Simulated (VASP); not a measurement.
# C in VASP: notebook

The runs below take C through single point, with PBE.

Program: VASP 6.6.1. These are calculated values, not measurements. Logs are shortened: lines on timing, memory, paths and dates and some standing lists are left out, and cuts for length are marked.

## (1) The cell of the first run

The cell holds a slab with vacuum, 14 atoms: a = 2.525 Å, b = 2.525 Å, c = 26.607 Å, α = 90.00°, β = 90.00°, γ = 90.00°.

## (2) Single point, PBE

The input, INCAR:

```
SYSTEM = C
ALGO = Normal
DIPOL = 0.5 0.5 0.500
EDIFF = 1E-6
ENCUT = 520
GGA = PE
IDIPOL = 3
ISIF = 2
ISMEAR = 0
LASPH = .True.
LCHARG = .False.
LDIPOL = .True.
LREAL = .False.
LWAVE = .False.
NBANDS = 41
NELM = 100
PREC = Accurate
SIGMA = 0.05
```

The input, KPOINTS:

```
k-points
0
Gamma
  10 10 1
  0 0 0
```

The input, POSCAR:

```
C
1.0
    2.5254142366      0.0000000000      0.0000000000
    0.0000000000      2.5254142366      0.0000000000
    0.0000000000      0.0000000000     26.6072939580
C
14
Direct
    0.0000000000      0.5000000000      0.2818775939
    0.0000000000      0.0000000000      0.3154348871
    0.5000000000      0.0000000000      0.3489921804
    0.5000000000      0.5000000000      0.3825494736
    0.0000000000      0.5000000000      0.4161067669
    0.0000000000      0.0000000000      0.4496640601
    0.5000000000      0.0000000000      0.4832213534
    0.5000000000      0.5000000000      0.5167786466
    0.0000000000      0.5000000000      0.5503359399
    0.0000000000      0.0000000000      0.5838932331
    0.5000000000      0.0000000000      0.6174505264
    0.5000000000      0.5000000000      0.6510078196
    0.0000000000      0.5000000000      0.6845651129
    0.0000000000      0.0000000000      0.7181224061
```

Potentials or basis: VASP PAW PBE potentials, release 64 (C).

Command:

```bash
$ cat potpaw_PBE.64/C/POTCAR > POTCAR
$ mpirun -np 1 vasp_std > vasp.out
```

OUTCAR:

```text
SYSTEM = C
   EDIFF = 1E-6
   ENCUT = 520
   GGA = PE
   ISIF = 2
   ISMEAR = 0
   LASPH = .True.
   LREAL = .False.
   NELM = 100
   PREC = Accurate

 ion  position               nearest neighbor table
   1  0.000  0.500  0.282-   2 1.55   2 1.55
   2  0.000  0.000  0.315-   1 1.55   1 1.55   3 1.55   3 1.55
   3  0.500  0.000  0.349-   4 1.55   4 1.55   2 1.55   2 1.55
   4  0.500  0.500  0.383-   3 1.55   3 1.55   5 1.55   5 1.55
   5  0.000  0.500  0.416-   6 1.55   6 1.55   4 1.55   4 1.55
   6  0.000  0.000  0.450-   5 1.55   5 1.55   7 1.55   7 1.55
   7  0.500  0.000  0.483-   8 1.55   8 1.55   6 1.55   6 1.55
   8  0.500  0.500  0.517-   7 1.55   7 1.55   9 1.55   9 1.55
   9  0.000  0.500  0.550-  10 1.55  10 1.55   8 1.55   8 1.55
  10  0.000  0.000  0.584-   9 1.55   9 1.55  11 1.55  11 1.55
  11  0.500  0.000  0.617-  12 1.55  12 1.55  10 1.55  10 1.55
  12  0.500  0.500  0.651-  11 1.55  11 1.55  13 1.55  13 1.55
  13  0.000  0.500  0.685-  14 1.55  14 1.55  12 1.55  12 1.55
  14  0.000  0.000  0.718-  13 1.55  13 1.55

  LATTYP: Found a simple tetragonal cell.
 ALAT       =     2.5254142366
 C/A-ratio  =    10.5358137182

  Lattice vectors:

 A1 = (   2.5254142366,   0.0000000000,   0.0000000000)
 A2 = (   0.0000000000,   2.5254142366,   0.0000000000)
 A3 = (   0.0000000000,   0.0000000000,  26.6072939580)

Analysis of symmetry for initial positions (statically):
=====================================================================
 Subroutine PRICEL returns:
 Original cell was already a primitive cell.

 Routine SETGRP: Setting up the symmetry group for a
 simple tetragonal supercell.

 Subroutine GETGRP returns: Found  8 space group operations
 (whereof  4 operations were pure point group operations)
 out of a pool of 16 trial point group operations.

The static configuration has the point symmetry C_2v.
 The point group associated with its full space group is D_2h.

Analysis of symmetry for dynamics (positions and initial velocities):
=====================================================================
 Subroutine PRICEL returns:
 Original cell was already a primitive cell.

 Routine SETGRP: Setting up the symmetry group for a
 simple tetragonal supercell.

 Subroutine GETGRP returns: Found  8 space group operations
 (whereof  4 operations were pure point group operations)
 out of a pool of 16 trial point group operations.

The dynamic configuration has the point symmetry C_2v.
 The point group associated with its full space group is D_2h.

 Subroutine INISYM returns: Found  8 space group operations
 (whereof  4 operations are pure point group operations),
 and found     1 'primitive' translations

----------------------------------------------------------------------------------------

                                     Primitive cell

  volume of cell :     169.6938

  direct lattice vectors                    reciprocal lattice vectors
     2.525414237  0.000000000  0.000000000     0.395974643  0.000000000  0.000000000
     0.000000000  2.525414237  0.000000000     0.000000000  0.395974643  0.000000000
     0.000000000  0.000000000 26.607293958     0.000000000  0.000000000  0.037583679

  length of vectors
     2.525414237  2.525414237 26.607293958     0.395974643  0.395974643  0.037583679

  position of ions in fractional coordinates (direct lattice)
     0.000000000  0.500000000  0.281877594
     0.000000000  0.000000000  0.315434887
     0.500000000  0.000000000  0.348992180
     0.500000000  0.500000000  0.382549474
     0.000000000  0.500000000  0.416106767
     0.000000000  0.000000000  0.449664060
     0.500000000  0.000000000  0.483221353
     0.500000000  0.500000000  0.516778647
     0.000000000  0.500000000  0.550335940
     0.000000000  0.000000000  0.583893233
     0.500000000  0.000000000  0.617450526
     0.500000000  0.500000000  0.651007820
     0.000000000  0.500000000  0.684565113
     0.000000000  0.000000000  0.718122406

  ion indices of the primitive-cell ions
   primitive index   ion index
                 1           1
                 2           2
                 3           3
                 4           4
                 5           5
                 6           6
                 7           7
                 8           8
                 9           9
                10          10
                11          11
[... 26 lines left out ...]
 ===========================================

 Found     36 irreducible k-points:

 Following reciprocal coordinates:
            Coordinates               Weight
  0.000000  0.000000  0.000000      1.000000
  0.100000  0.000000  0.000000      2.000000
  0.000000  0.100000  0.000000      2.000000
  0.200000  0.000000  0.000000      2.000000
  0.000000  0.200000  0.000000      2.000000
  0.300000  0.000000  0.000000      2.000000
[... 16 lines left out ...]
 -0.200000  0.300000  0.000000      4.000000
  0.400000  0.200000  0.000000      4.000000
 [... further k-points ...]
   k-points           NKPTS =     36   k-points in BZ     NKDIM =     36   number of bands    NBANDS=     41
   number of dos      NEDOS =    301   number of ions     NIONS =     14
   total plane-waves  NPLWV =  80000
   dimension x,y,z NGX =    20 NGY =   20 NGZ =  200
   dimension x,y,z NGXF=    40 NGYF=   40 NGZF=  400
   ions per type =              14
   NGX,Y,Z   is equivalent  to a cutoff of  13.17, 13.17, 12.50 a.u.
   NGXF,Y,Z  is equivalent  to a cutoff of  26.33, 26.33, 24.99 a.u.
 SYSTEM =  C
   PREC   = accura    normal or accurate (medium, high low for compatibility)
   ISTART =      0    job   : 0-new  1-cont  2-samecut
   ICHARG =      2    charge: 1-file 2-atom 10-const
   ISPIN  =      1    spin polarized calculation?
   LNONCOLLINEAR =      F non collinear calculations
   LSORBIT =      F    spin-orbit coupling
   LASPH  =      T    aspherical Exc in radial PAW
   ENCUT  =  520.0 eV  38.22 Ry    6.18 a.u.   4.70  4.70 49.47*2*pi/ulx,y,z
   NELM   =    100;   NELMIN=  2; NELMDL= -5     # of ELM steps
   EDIFF  = 0.1E-05   stopping-criterion for ELM
   LREAL  =      F    real-space projection
   EDIFFG = 0.1E-04   stopping-criterion for IOM
   NSW    =      0    number of steps for IOM
   IBRION =     -1    ionic relax: 0-MD 1-quasi-New 2-CG
   NFREE  =      0    steps in history (QN), initial steepest desc. (CG)
   ISIF   =      2    stress and relaxation
   ISYM   =      2    0-nonsym 1-usesym 2-fastsym
   POTIM  = 0.5000    time-step for ionic-motion
   TEBEG  =    0.0;   TEEND  =   0.0 temperature during run
   PSTRESS=    0.0 pullay stress
   NELECT =      56.0000    total number of electrons
   NUPDOWN=      -1.0000    fix difference up-down
   EMIN   =  10.00;   EMAX   =-10.00  energy-range for DOS
   EFERMI =   0.00;   METHOD = LEGACY
   ISMEAR =     0;   SIGMA  =   0.05  broadening in eV -4-tet -1-fermi 0-gaus
   EFERMI_NEDOS =   21; number of points for ismear=-14 and -15
   IALGO  =     38    algorithm
   IMIX   =      4    mixing-type and parameters
     AMIX     =   0.40;   BMIX     =  1.00
     AMIX_MAG =   1.60;   BMIX_MAG =  1.00
  volume/ion in A,a.u.               =      12.12        81.80
  Fermi-wavevector in a.u.,A,eV,Ry     =   1.131311  2.137869 17.413629  1.279866
  Thomas-Fermi vector in A             =   2.268010
   LORBIT       =      0    0 simple, 1 ext, 2 COOP (PROOUT), +10 PAW based schemes
   GGA     = PE    functional components
   LHFCALC =     F    Hartree Fock is set to
   AEXX    =    0.0000 exact exchange contribution
   IVDW    =     0    specifies the selected vdW correction
   LEPSILON=     F    determine dielectric tensor
   LRPA    =     F    only Hartree local field effects (RPA)
 non-spin polarized calculation
 Gauss-broadening in eV      SIGMA  =   0.05
  energy-cutoff  :      520.00
  volume of cell :      169.69
 maximum number of plane-waves:      4631
   NGX =  9   NGY =  9   NGZ = 99

 dipolmoment           0.000000      0.000000     -0.000000 electrons x Angstroem

 number of electron      56.0000004 magnetization

 dipolmoment           0.000000      0.000000      0.000000 electrons x Angstroem

 Free energy of the ion-electron system (eV)
  ---------------------------------------------------
  ext. energy  EPLUGINS =         0.00000000
  ---------------------------------------------------
  free energy    TOTEN  =      -120.33667576 eV

  energy without entropy =     -120.33353663  energy(sigma->0) =     -120.33510620

 E-fermi :   0.5887     XC(G=0):  -7.0598

 val. band max:        0.5672975464   @ k =   0.0000   0.0000   0.0000
 cond. band min:       0.5905193642   @ k =   0.1000   0.1000   0.0000
 fundamental gap:      0.0232218178
 Fermi energy:         0.5886831132

 k-point     1 :       0.0000    0.0000    0.0000
  band No.  band energies     occupation
      1     -20.8268      2.00000
      2     -20.1984      2.00000
      3     -19.2626      2.00000
      4     -18.0288      2.00000
      5     -16.5157      2.00000
      6     -14.7533      2.00000
[... 1021 lines left out ...]
     39      10.9592      0.00000
     40      11.0698      0.00000

 [... further k-points ...]

 [bands above 40 left out]

------------------------ aborting loop because EDIFF is reached ----------------------------------------

 vacuum level on the upper side and lower side of the slab       (xc-potential included)        -0.126        -0.126

  FORCE on cell =-STRESS in cart. coord.  units (eV):
  Direction    XX          YY          ZZ          XY          YZ          ZX
  --------------------------------------------------------------------------------------
  -------------------------------------------------------------------------------------
  Total       -7.5107479     -1.1273157     -3.7357192      0.0000000      0.0000000      0.0000000
  in kB      -70.9133190    -10.6436402    -35.2710879      0.0000000      0.0000000      0.0000000
  external PRESSURE =     -38.9426823 kB  Pullay stress =       0.0000000 kB

 VOLUME and BASIS-vectors are now :
 -----------------------------------------------------------------------------
  energy-cutoff  :      520.00
  volume of cell :      169.69
      direct lattice vectors                 reciprocal lattice vectors
     2.525414237  0.000000000  0.000000000     0.395974643  0.000000000  0.000000000
     0.000000000  2.525414237  0.000000000     0.000000000  0.395974643  0.000000000
     0.000000000  0.000000000 26.607293958     0.000000000  0.000000000  0.037583679

 POSITION                                       TOTAL-FORCE (eV/Angst)
 -----------------------------------------------------------------------------------
      0.00000      1.26271      7.50000         0.000000      0.000000      2.217463
      0.00000      0.00000      8.39287         0.000000      0.000000     -2.361335
      1.26271      0.00000      9.28574         0.000000      0.000000      0.237845
      1.26271      1.26271     10.17861         0.000000      0.000000     -0.137581
      0.00000      1.26271     11.07148         0.000000      0.000000      0.014866
      0.00000      0.00000     11.96434         0.000000      0.000000     -0.011826
      1.26271      0.00000     12.85721         0.000000      0.000000      0.003786
      1.26271      1.26271     13.75008         0.000000      0.000000     -0.003786
      0.00000      1.26271     14.64295         0.000000      0.000000      0.011826
      0.00000      0.00000     15.53582         0.000000      0.000000     -0.014866
      1.26271      0.00000     16.42869         0.000000      0.000000      0.137581
      1.26271      1.26271     17.32156         0.000000      0.000000     -0.237845
      0.00000      1.26271     18.21443         0.000000      0.000000      2.361335
      0.00000      0.00000     19.10729         0.000000      0.000000     -2.217463
 -----------------------------------------------------------------------------------
    total drift:                                0.000000      0.000000      0.000000

  FREE ENERGIE OF THE ION-ELECTRON SYSTEM (eV)
  ---------------------------------------------------
  free  energy   TOTEN  =      -120.3366757638 eV

  energy  without entropy=     -120.3335366271  energy(sigma->0) =     -120.33510620

 vacuum level on the upper side and lower side of the slab         8.023         8.023
```

Run time: 5.9 min. Hardware: 1 thread of Intel Xeon Platinum 8375C at 2.90GHz (Ice Lake), shared host; peak memory 0.34 GiB.

What came out:

* Free energy: -120.3367 eV
* Largest force: 2.361 eV/Å
* Band gap on the k mesh: zero (bands 28 and 29 overlap by 0.31 eV)

Forces in eV/Å, atoms in the order of the input:
```
C    0.000  0.000  2.217
C    0.000  0.000 -2.361
C    0.000  0.000  0.238
C    0.000  0.000 -0.138
C    0.000  0.000  0.015
C    0.000  0.000 -0.012
C    0.000  0.000  0.004
C    0.000  0.000 -0.004
C    0.000  0.000  0.012
C    0.000  0.000 -0.015
C    0.000  0.000  0.138
C    0.000  0.000 -0.238
C    0.000  0.000  2.361
C    0.000  0.000 -2.217
```

Levels at points of the mesh, in eV from the Fermi level:
```tsv
k point	band 26	band 27	band 28	band 29	band 30	band 31
(0.00, 0.00, 0.00)	-0.42	-0.02	0.16	3.65	3.87	4.09
(0.50, 0.00, 0.00)	-2.08	-0.52	-0.45	0.43	0.45	7.83
(0.00, 0.50, 0.00)	-2.76	-1.09	-1.09	4.42	4.42	7.83
(0.50, 0.50, 0.00)	-6.25	-1.37	-1.37	-0.15	-0.15	5.29
```

## (3) Single point, PBE

The input, INCAR:

```
SYSTEM = C
PREC     = Accurate       ! precision mode
ENCUT    = 520            ! plane-wave cutoff, eV
EDIFF    = 1E-6           ! SCF threshold, eV
ISMEAR   = 0              ! smearing method
SIGMA    = 0.05           ! smearing width, eV
LREAL    = .FALSE.        ! projectors in reciprocal space
LASPH    = .TRUE.         ! aspherical terms in the spheres
NELM     = 60             ! most SCF steps
ALGO     = Normal         ! electronic algorithm
ISIF     = 2              ! what is computed and relaxed
LWAVE    = .FALSE.        ! write WAVECAR
LCHARG   = .FALSE.        ! write CHGCAR
LDIPOL   = .TRUE.       
IDIPOL   = 3            
DIPOL    = 0.5 0.5 0.500
GGA      = PE             ! functional
NBANDS   = 41             ! bands
```

The input, KPOINTS:

```
regular mesh
0
G
  10 10 1
  0 0 0
```

The input, POSCAR:

```
C
1.0
    2.5254142366      0.0000000000      0.0000000000
    0.0000000000      2.5254142366      0.0000000000
    0.0000000000      0.0000000000     26.6072939580
C
14
Direct
    0.0000000000      0.5000000000      0.2848780461
    0.0000000000      0.0000000000      0.3144383378
    0.5000000000      0.0000000000      0.3492909979
    0.5000000000      0.5000000000      0.3824294930
    0.0000000000      0.5000000000      0.4161252114
    0.0000000000      0.0000000000      0.4496352909
    0.5000000000      0.0000000000      0.4832289539
    0.5000000000      0.5000000000      0.5167710455
    0.0000000000      0.5000000000      0.5503647319
    0.0000000000      0.0000000000      0.5838748276
    0.5000000000      0.0000000000      0.6175705221
    0.5000000000      0.5000000000      0.6507090122
    0.0000000000      0.5000000000      0.6855616326
    0.0000000000      0.0000000000      0.7151218972
```

Potentials or basis: VASP PAW PBE potentials, release 64 (C).

Command:

```bash
$ cat potpaw_PBE.64/C/POTCAR > POTCAR
$ mpirun -np 1 vasp_std > vasp.out
```

Run time: 5.6 min. Hardware: 1 thread of Intel Xeon Platinum 8375C at 2.90GHz (Ice Lake), shared host; peak memory 0.34 GiB.

Results (log left out):

```yaml
Free_energy: -120.5779 eV
Largest_force: 0.046 eV/Å
Band_gap_on_the_k_mesh: zero (bands 28 and 29 overlap by 0.34 eV)
```

Forces on the atoms (eV/Å):
```
C    0.000  0.000 -0.046
C    0.000  0.000  0.013
C    0.000  0.000 -0.004
C    0.000  0.000  0.003
C    0.000  0.000 -0.001
C    0.000  0.000  0.000
C    0.000  0.000 -0.001
C    0.000  0.000  0.001
C    0.000  0.000  0.000
C    0.000  0.000  0.001
C    0.000  0.000 -0.003
C    0.000  0.000  0.004
C    0.000  0.000 -0.013
C    0.000  0.000  0.046
```

Levels at points of the mesh, in eV from the Fermi level:
```tsv
k point	band 25	band 26	band 27	band 28	band 29	band 30	band 31	band 32
(0.00, 0.00, 0.00)	-1.29	-0.96	0.03	0.15	3.29	3.58	3.77	3.78
(0.50, 0.00, 0.00)	-3.36	-3.35	-0.44	-0.38	0.56	0.59	7.49	7.50
(0.00, 0.50, 0.00)	-2.84	-2.84	-1.20	-1.20	3.99	3.99	7.52	7.52
(0.50, 0.50, 0.00)	-6.63	-6.63	-1.75	-1.75	-0.19	-0.19	4.97	4.97
```
